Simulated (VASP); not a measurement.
# CdTe (I-4m2) in VASP: further runs

The runs below take CdTe through single point, with LDA.

All numbers are computed with VASP 6.6.1; they aren't measurements. Logs are shortened: lines on timing, memory, paths and dates and some standing lists are left out, and cuts for length are marked.

### 1 The cell of the first run

The structure is tetragonal, space group I-4m2 (No. 119). Conventional cell: a = 5.088 Å, b = 5.088 Å, c = 5.087 Å, α = 90.00°, β = 90.00°, γ = 90.00°. Cd (site symmetry -4m2) has 4 Te at 2.84 Å within 3.7 Å. Within 3.7 Å of Te (site symmetry -4m2) lie 4 Cd at 2.84 Å.

### 2 Single point, LDA

Contents of INCAR:

```
SYSTEM = CdTe
  PREC = Accurate
  ENCUT = 520
  EDIFF = 1E-6
  ISMEAR = -1
  SIGMA = 0.2
  LREAL = .FALSE.
  LASPH = .TRUE.
  NELM = 100
  ALGO = Normal
  ISIF = 2
  LWAVE = .FALSE.
  LCHARG = .FALSE.
  NBANDS = 16
```

Contents of KPOINTS:

```
regular mesh
0
G
  8 8 8
  0 0 0
```

Contents of POSCAR:

```
CdTe
1.0
    0.0000000000      3.5976719704      2.5435540831
    3.5976719704      0.0000000000      2.5435540831
    3.5976719704      3.5976719704      0.0000000000
Cd Te
1 1
Direct
    0.0000000000      0.0000000000      0.0000000000
    0.7500000000      0.7500000000      0.7500000000
```

Potentials or basis: VASP PAW LDA potentials, release 64 (Cd, Te).

Started as:

```console
cat potpaw_LDA.64/Cd/POTCAR potpaw_LDA.64/Te/POTCAR > POTCAR
mpirun -np 1 vasp_std > vasp.out
```

OUTCAR:

```text
SYSTEM = CdTe
   PREC = Accurate
   ENCUT = 520
   EDIFF = 1E-6
   ISMEAR = -1
   LREAL = .FALSE.
   LASPH = .TRUE.
   NELM = 100
   ISIF = 2

 ion  position               nearest neighbor table
   1  0.000  0.000  0.000-   2 2.84   2 2.84   2 2.84   2 2.84
   2  0.750  0.750  0.750-   1 2.84   1 2.84   1 2.84   1 2.84

  LATTYP: Found a body centered tetragonal cell.
 ALAT       =     5.0878764935
 C/A-ratio  =     0.9998489886

  Lattice vectors:

 A1 = (   0.0000000000,  -3.5976719704,  -2.5435540831)
 A2 = (   0.0000000000,   3.5976719704,  -2.5435540831)
 A3 = (   3.5976719704,   0.0000000000,   2.5435540831)

Analysis of symmetry for initial positions (statically):
=====================================================================
 Subroutine PRICEL returns:
 Original cell was already a primitive cell.

 Routine SETGRP: Setting up the symmetry group for a
 body centered tetragonal supercell.

 Subroutine GETGRP returns: Found  8 space group operations
 (whereof  8 operations were pure point group operations)
 out of a pool of 16 trial point group operations.

The static configuration has the point symmetry D_2d.

Analysis of symmetry for dynamics (positions and initial velocities):
=====================================================================
 Subroutine PRICEL returns:
 Original cell was already a primitive cell.

 Routine SETGRP: Setting up the symmetry group for a
 body centered tetragonal supercell.

 Subroutine GETGRP returns: Found  8 space group operations
 (whereof  8 operations were pure point group operations)
 out of a pool of 16 trial point group operations.

The dynamic configuration has the point symmetry D_2d.

 Subroutine INISYM returns: Found  8 space group operations
 (whereof  8 operations are pure point group operations),
 and found     1 'primitive' translations

----------------------------------------------------------------------------------------

                                     Primitive cell

  volume of cell :      65.8437

  direct lattice vectors                    reciprocal lattice vectors
     0.000000000  3.597671970  2.543554083    -0.138978763  0.138978763  0.196575337
     3.597671970  0.000000000  2.543554083     0.138978763 -0.138978763  0.196575337
     3.597671970  3.597671970  0.000000000     0.138978763  0.138978763 -0.196575337

  length of vectors
[... 74 lines left out ...]
   ISTART =      0    job   : 0-new  1-cont  2-samecut
   ICHARG =      2    charge: 1-file 2-atom 10-const
   ISPIN  =      1    spin polarized calculation?
   LNONCOLLINEAR =      F non collinear calculations
   LSORBIT =      F    spin-orbit coupling
   LASPH  =      T    aspherical Exc in radial PAW
   ENCUT  =  520.0 eV  38.22 Ry    6.18 a.u.   8.19  8.19  9.46*2*pi/ulx,y,z
   NELM   =    100;   NELMIN=  2; NELMDL= -5     # of ELM steps
   EDIFF  = 0.1E-05   stopping-criterion for ELM
   LREAL  =      F    real-space projection
   EDIFFG = 0.1E-04   stopping-criterion for IOM
   NSW    =      0    number of steps for IOM
   IBRION =     -1    ionic relax: 0-MD 1-quasi-New 2-CG
   NFREE  =      0    steps in history (QN), initial steepest desc. (CG)
   ISIF   =      2    stress and relaxation
   ISYM   =      2    0-nonsym 1-usesym 2-fastsym
   POTIM  = 0.5000    time-step for ionic-motion
   TEBEG  =    0.0;   TEEND  =   0.0 temperature during run
   PSTRESS=    0.0 pullay stress
   NELECT =      18.0000    total number of electrons
   NUPDOWN=      -1.0000    fix difference up-down
   EMIN   =  10.00;   EMAX   =-10.00  energy-range for DOS
   EFERMI =   0.00;   METHOD = LEGACY
   ISMEAR =    -1;   SIGMA  =   0.20  broadening in eV -4-tet -1-fermi 0-gaus
   EFERMI_NEDOS =   21; number of points for ismear=-14 and -15
   IALGO  =     38    algorithm
   IMIX   =      4    mixing-type and parameters
     AMIX     =   0.40;   BMIX     =  1.00
     AMIX_MAG =   1.60;   BMIX_MAG =  1.00
  volume/ion in A,a.u.               =      32.92       222.17
  Fermi-wavevector in a.u.,A,eV,Ry     =   1.062497  2.007828 15.359610  1.128899
  Thomas-Fermi vector in A             =   2.197950
   LORBIT       =      0    0 simple, 1 ext, 2 COOP (PROOUT), +10 PAW based schemes
   GGA     = CA    functional components
   LHFCALC =     F    Hartree Fock is set to
   AEXX    =    0.0000 exact exchange contribution
   IVDW    =     0    specifies the selected vdW correction
   LEPSILON=     F    determine dielectric tensor
   LRPA    =     F    only Hartree local field effects (RPA)
 non-spin polarized calculation
  energy-cutoff  :      520.00
  volume of cell :       65.84
 maximum number of plane-waves:      1830
 NGX is ok and might be reduce to    36

 number of electron      18.0000000 magnetization

 Free energy of the ion-electron system (eV)
  ---------------------------------------------------
  ext. energy  EPLUGINS =         0.00000000
  ---------------------------------------------------
  free energy    TOTEN  =        -5.85638004 eV

  energy without entropy =       -5.83854441  energy(sigma->0) =       -5.84746222

 E-fermi :   2.9966     XC(G=0):  -9.1747

 val. band max:        2.7764784367   @ k =   0.0000   0.0000   0.0000
 cond. band min:       3.3005838529   @ k =   0.3750   0.3750   0.0000
 fundamental gap:      0.5241054162
 Fermi energy:         2.9966123851

 k-point     1 :       0.0000    0.0000    0.0000
  band No.  band energies     occupation
      1      -8.8238      2.00000
      2      -5.8615      2.00000
      3      -5.8615      2.00000
      4      -5.8266      2.00000
      5      -5.6827      2.00000
      6      -5.6108      2.00000
[... 433 lines left out ...]
      3      -5.7778      2.00000
      4      -5.6883      2.00000
      5      -5.6481      2.00000
      6      -5.5107      2.00000
[... 8 lines left out ...]
     15      11.4400      0.00000
     16      12.5159      0.00000

 [... further k-points ...]
[... 5 lines left out ...]
  --------------------------------------------------------------------------------------
  -------------------------------------------------------------------------------------
  Total       -1.2846836     -1.2846836      0.1742964      0.0000000      0.0000000      0.0000000
  in kB      -31.2602646    -31.2602646      4.2411626      0.0000000      0.0000000      0.0000000
  external PRESSURE =     -19.4264556 kB  Pullay stress =       0.0000000 kB

 VOLUME and BASIS-vectors are now :
 -----------------------------------------------------------------------------
  energy-cutoff  :      520.00
  volume of cell :       65.84
      direct lattice vectors                 reciprocal lattice vectors
     0.000000000  3.597671970  2.543554083    -0.138978763  0.138978763  0.196575337
     3.597671970  0.000000000  2.543554083     0.138978763 -0.138978763  0.196575337
     3.597671970  3.597671970  0.000000000     0.138978763  0.138978763 -0.196575337

 POSITION                                       TOTAL-FORCE (eV/Angst)
 -----------------------------------------------------------------------------------
      0.00000      0.00000      0.00000         0.000000      0.000000      0.000000
      5.39651      5.39651      3.81533        -0.000000     -0.000000     -0.000000
 -----------------------------------------------------------------------------------
    total drift:                                0.000000      0.000000     -0.000001

  FREE ENERGIE OF THE ION-ELECTRON SYSTEM (eV)
  ---------------------------------------------------
  free  energy   TOTEN  =        -5.8563800370 eV

  energy  without entropy=       -5.8385444124  energy(sigma->0) =       -5.84746222
```

stdout:

```text
POSCAR found type information on POSCAR CdTe
 POSCAR found :  2 types and       2 ions
 scaLAPACK will be used
 LDA part: xc-table for (Slater(with rela. corr.)+CA(PZ))
 , standard interpolation
 POSCAR, INCAR and KPOINTS ok, starting setup
 FFT: planning ... GRIDC
 FFT: planning ... GRID_SOFT
 FFT: planning ... GRID
 WAVECAR not read
 entering main loop
```

Wall time 38 s (1 thread of Intel Xeon 6975P-C, shared host); peak memory 0.22 GiB.

What came out:

```
Free energy : -5.8564 eV
Pressure    : -1.9 GPa
```

Stress tensor (GPa, compression positive):
```
-3.13  0.00  0.00
 0.00 -3.13  0.00
 0.00  0.00  0.42
```

Caveat: spin-orbit coupling is left out, which moves the levels of the heavy elements.

### 3 Single point, LDA

This run uses another cell than the first one, of the same volume but with other edges.

Contents of INCAR:

```
PREC = Accurate
ENCUT = 520
EDIFF = 1E-6
ISMEAR = -1
SIGMA = 0.2
LREAL = False
LASPH = True
NELM = 100
ALGO = Normal
ISIF = 2
LWAVE = False
LCHARG = False
GGA = CA
NBANDS = 16
```

Contents of KPOINTS:

```
regular mesh
0
Gamma
  8 8 8
```

Contents of POSCAR:

```
CdTe
1.0
    0.0000000000      2.8554741353      4.0376404273
    2.8554741353      0.0000000000      4.0376404273
    2.8554741353      2.8554741353      0.0000000000
Cd Te
1 1
Direct
    0.0000000000      0.0000000000      0.0000000000
    0.7500000000      0.7500000000      0.7500000000
```

Potentials or basis: VASP PAW LDA potentials, release 64 (Cd, Te).

Started as:

```console
cat potpaw_LDA.64/Cd/POTCAR potpaw_LDA.64/Te/POTCAR > POTCAR
mpirun -np 1 vasp_std > vasp.out
```

Run time: 44 s. Hardware: 1 thread of Intel Xeon 6975P-C, shared host; peak memory 0.22 GiB.

The run converged. Its results:

- Free energy: -5.6165 eV
- Pressure: -1.3 GPa
- Band gap on the k mesh: zero (band 9 reaches 3.04 eV, above the bottom of band 10 at 3.00 eV)

Stress tensor (GPa, compression positive):
```
 2.09  0.00  0.00
 0.00  2.09  0.00
 0.00  0.00 -7.97
```

Levels at points of the mesh, in eV from the Fermi level:
| k point | band 5 | band 6 | band 7 | band 8 | band 9 | band 10 | band 11 | band 12 | band 13 | band 14 |
| --- | --- | --- | --- | --- | --- | --- | --- | --- | --- | --- |
| (0.00, 0.00, 0.00) | -8.91 | -8.86 | -2.16 | -0.90 | -0.23 | -0.23 | 4.28 | 4.28 | 4.38 | 5.47 |
| (0.50, 0.00, 0.00) | -8.91 | -8.58 | -5.20 | -2.51 | -0.42 | -0.03 | 4.67 | 5.68 | 5.95 | 7.38 |
| (0.50, 0.50, 0.00) | -8.86 | -8.82 | -6.17 | -1.42 | -1.42 | 2.91 | 3.45 | 6.05 | 8.08 | 8.08 |
| (0.50, 0.00, 0.50) | -8.86 | -8.31 | -4.44 | -3.18 | -2.68 | 1.03 | 1.26 | 5.76 | 6.35 | 6.94 |

Caveat: spin-orbit coupling is left out, which moves the levels of the heavy elements.
